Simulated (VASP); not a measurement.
Mg3BiSb: single point with PBEsol

The system is Mg3BiSb.

```xyz
5
Lattice="4.7781 0.0000 0.0000 -2.3891 4.1380 0.0000 0.0000 0.0000 7.5399" Properties=species:S:1:pos:R:3 pbc="T T T"
Mg    0.0000    0.0000    0.0339
Mg    0.0000    2.7587    2.7516
Mg    2.3891    1.3793    4.7189
Sb    2.3891    1.3793    1.6970
Bi    0.0000    2.7587    5.8785
```

```yaml
Program: VASP 6.6.1
Task: single point
Functional: PBEsol
Potentials_or_basis: VASP PAW PBE potentials, release 64 (Mg, Sb, Bi_d)
Cutoff: 520 eV
k_mesh: 6 × 6 × 3
Occupations: methfessel-paxton, width 0.15 eV
Spin: no spin polarisation
Dipole_correction: no
Further_INCAR_settings: ALGO = Normal; EDIFF = 1e-06; NBANDS = 21
```

| Item | Value |
| --- | --- |
| Pressure | -3.9 GPa |
| Largest force | 0.158 eV/Å |
| Band gap on the k mesh | 0.15 eV, indirect (least direct gap 0.25 eV) |

Forces in eV/Å, atoms in the order of the input:
```
Mg   0.000  0.000 -0.005
Mg   0.000  0.000 -0.018
Mg   0.000  0.000  0.028
Sb   0.000  0.000  0.153
Bi   0.000  0.000 -0.158
```

Stress tensor (GPa, compression positive):
```
-3.97  0.00  0.00
 0.00 -3.97  0.00
 0.00  0.00 -3.85
```

Levels at points of the mesh, in eV from the valence-band top:
```tsv
k point	band 11	band 12	band 13	band 14	band 15	band 16
(0.00, 0.00, 0.00)	-0.10	-0.10	0.00	0.25	0.95	3.11
(0.50, 0.00, 0.00)	-1.92	-1.84	-0.56	0.40	1.72	2.29
```

It took 35 s on 1 thread of Intel(R) Xeon(R) Platinum 8488C (Sapphire Rapids) (shared host), peak memory 0.28 GiB.

Caveat: the PAW data sets were made with another functional, which shifts forces and pressure a little; spin-orbit coupling is left out, which moves the levels of the heavy elements. A k mesh can miss the band edges.
